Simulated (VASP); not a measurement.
Cd:

```
Cd
1.0
     3.13000    0.00000    0.00000
    -1.56500    2.71066    0.00000
     0.00000    0.00000    5.11129
Cd
2
Direct
  0.33333 0.66667 0.25000
  0.66667 0.33333 0.75000
```

```yaml
Program: VASP 6.6.1
Task: relaxation of cell and atoms
Functional: PBE
Potentials_or_basis: VASP PAW PBE potentials, release 64 (Cd)
Cutoff: 600 eV
k_mesh: 8 × 8 × 4
Occupations: gaussian, width 0.1 eV
Spin: no spin polarisation
```

At the start: pressure 1.5 GPa; volume 21.68 Å³/atom.

Q: Where does the relaxation end?

A: Over 5 steps the energy falls by 3.5 meV/atom and the volume is 22.31 Å³/atom (+2.9 %); space group P6_3/mmc (No. 194, to 0.05 Å).

Step by step:
| step | energy change (eV) | largest force (eV/Å) | pressure (GPa) | volume (Å³) |
| --- | --- | --- | --- | --- |
| 1 | 0.0000 | 0.0000 | 1.54 | 43.37 |
| 2 | -0.0070 | 0.0000 | -0.07 | 44.69 |
| 3 | -0.0070 | 0.0000 | -0.04 | 44.66 |
| 4 | -0.0070 | 0.0000 | 0.01 | 44.63 |
| 5 | -0.0070 | 0.0000 | 0.02 | 44.62 |

Final structure:
```cif
data_structure
_symmetry_space_group_name_H-M 'P 1'
_symmetry_Int_Tables_number 1
_cell_length_a 3.1491
_cell_length_b 3.1491
_cell_length_c 5.1955
_cell_angle_alpha 90.000
_cell_angle_beta 90.000
_cell_angle_gamma 120.000
_cell_volume 44.62
loop_
_atom_site_label
_atom_site_type_symbol
_atom_site_fract_x
_atom_site_fract_y
_atom_site_fract_z
_atom_site_occupancy
Cd1 Cd 0.33333 0.66667 0.25000 1
Cd2 Cd 0.66667 0.33333 0.75000 1
```
